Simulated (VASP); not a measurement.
Wanted: the native input for a VASP 6.6.1 run.

* Task: relaxation of cell and atoms
* Functional: PBEsol
* Dispersion: D4
* Potentials or basis: VASP PAW PBE potentials, release 64 (Si, F)
* Cutoff: 600 eV
* k mesh: 9 × 9 × 9
* Occupations: fermi-dirac, width 0.05 eV
* Spin: no spin polarisation
* Dipole correction: no
* Further INCAR settings: ALGO = Normal; EDIFF = 1e-06; IBRION = 2; EDIFFG = -0.01; NSW = 60; ISIF = 3

The structure of SiF lies in POSCAR:

```
SiF
1.0
    3.0286000000      0.0000000000      0.0000000000
    0.0000000000      3.0286000000      0.0000000000
    0.0000000000      0.0000000000      3.0286000000
Si F
1 1
Direct
    0.5000000000      0.5000000000      0.5000000000
    0.0000000000      0.0000000000      0.0000000000
```

One way to write it, as run:

INCAR

```
PREC = Accurate
ENCUT = 600
EDIFF = 1E-6
ISMEAR = -1
SIGMA = 0.05
LREAL = False
LASPH = True
NELM = 80
ALGO = Normal
ISIF = 3
LWAVE = False
LCHARG = False
GGA = PS
IVDW = 13
IBRION = 2
NSW = 60
EDIFFG = -0.01
```

KPOINTS

```
regular mesh
0
Gamma
  9 9 9
```

Potentials or basis: VASP PAW PBE potentials, release 64 (Si, F).

Launch:

```sh
$ cat potpaw_PBE.64/Si/POTCAR potpaw_PBE.64/F/POTCAR > POTCAR
$ mpirun -np 1 vasp_std > vasp.out
```

It gave:

```json
{
  "Relaxed volume": "13.05 Å³/atom",
  "Relaxed cell": "a = 2.967 Å, b = 2.967 Å, c = 2.967 Å, α = 90.00°, β = 90.00°, γ = 90.00°",
  "Space group after relaxing (to 0.05 Å)": "Pm-3m (No. 221)",
  "Energy gained by relaxing": "2.7 meV/atom",
  "Ionic steps": "4",
  "Pressure after relaxing": "-0.1 GPa",
  "Dispersion energy per atom": "-0.158 eV"
}
```

Caveat: the PAW data sets were made with another functional, which shifts forces and pressure a little; an odd number of electrons without spin polarisation forces a metal; a magnetic or distorted state may lie lower; pairwise dispersion overbinds metals, which lowers pressure and volume.

Run time: 10 s on 1 thread of Intel(R) Xeon(R) 6975P-C (Granite Rapids), on a shared host, peak memory 0.14 GiB.
